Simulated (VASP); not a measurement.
Write the native input for VASP 6.6.1 that does the following.

| Item | Value |
| --- | --- |
| Task | relaxation of cell and atoms |
| Functional | PBE |
| Dispersion | D3(BJ) |
| Potentials or basis | VASP PAW PBE potentials, release 64 (Si, Se) |
| Cutoff | 500 eV |
| k mesh | 6 × 6 × 6 |
| Occupations | gaussian, width 0.02 eV |
| Spin | no spin polarisation |
| Dipole correction | no |
| Further INCAR settings | ALGO = Normal; EDIFF = 1e-07; IBRION = 2; EDIFFG = -0.005; NSW = 100; ISIF = 3 |

The structure of SiSe2 lies in POSCAR:

```
SiSe2
1.0
   -3.1120167935      5.0102208757      2.9354492816
    3.1120167935     -5.0102208757      2.9354492816
    3.1120167935      5.0102208757     -2.9354492816
Si Se
2 4
Direct
    0.7500000000      0.7500000000      0.0000000000
    0.2500000000      0.2500000000      0.0000000000
    0.1206518800      0.2032192000      0.3238710800
    0.8793481200      0.7967808000      0.6761289200
    0.3793481200      0.7032192000      0.0825673300
    0.6206518800      0.2967808000      0.9174326700
```

These files were run (other wordings do the same):

INCAR

```
PREC = Accurate
ENCUT = 500
EDIFF = 1E-7
ISMEAR = 0
SIGMA = 0.02
LREAL = F
LASPH = T
NELM = 120
ALGO = Normal
ISIF = 3
LWAVE = F
LCHARG = F
GGA = PE
IVDW = 12
IBRION = 2
NSW = 100
EDIFFG = -0.005
GGA_COMPAT = F
NELMIN = 4
```

KPOINTS

```
regular mesh
0
Gamma
  6 6 6
```

Potentials or basis: VASP PAW PBE potentials, release 64 (Si, Se).

Launch:

```console
$ cat potpaw_PBE.64/Si/POTCAR potpaw_PBE.64/Se/POTCAR > POTCAR
$ mpirun -np 1 vasp_std > vasp.out
```

It gave:

The relaxed volume is 27.11 Å³/atom and the relaxed cell is a = 6.293 Å, b = 6.293 Å, c = 6.293 Å, α = 124.26°, β = 82.41°, γ = 124.69°. The space group after relaxing (to 0.1 Å) is Ibam (No. 72). The energy gained by relaxing is 14.4 meV/atom. The ionic steps are 32 and the pressure after relaxing is 0.0 GPa. The largest force after relaxing is 0.005 eV/Å and the band gap on the k mesh is 1.51 eV (least direct gap 1.75 eV). The dispersion energy per atom is -0.281 eV.

Wall time 22 min on 1 thread of Intel(R) Xeon(R) 6975P-C (Granite Rapids), on a shared host, peak memory 0.44 GiB.
